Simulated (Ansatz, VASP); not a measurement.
**Two plane-wave programs on LiNbO3**

```
Li Nb O
1.0
     2.59480    1.49811    4.67219
    -2.59480    1.49811    4.67219
     0.00000   -2.99621    4.67219
Li Nb O
2 2 6
Direct
  0.28158 0.28158 0.28158
  0.78158 0.78158 0.78158
  0.00038 0.00038 0.00038
  0.50038 0.50038 0.50038
  0.11044 0.35803 0.72123
  0.72123 0.11044 0.35803
  0.35803 0.72123 0.11044
  0.22123 0.85803 0.61044
  0.85803 0.61044 0.22123
  0.61044 0.22123 0.85803
```

Alike in both runs: task single point; functional PBE; k mesh 6 × 6 × 6; occupations gaussian, width 0.02 eV; no spin polarisation.

|  | VASP | Ansatz |
| --- | --- | --- |
| version | VASP 6.6.1 | Ansatz 0.2.0 |
| potentials or method | VASP PAW PBE potentials, release 64 (Li_sv, Nb_sv, O), cutoff 520 eV | scalar-relativistic, plane waves, PAW |
| valence electrons in the cell | 68 | 68 |

```tsv
	VASP	Ansatz	Ansatz less VASP
gap on the k mesh at the Fermi level (eV)	3.55	3.57	+0.013
least direct gap on the mesh (eV)	3.57	3.58	+0.012
```

Noted on VASP's run: the cutoff is short for stress, so the pressure is rough.
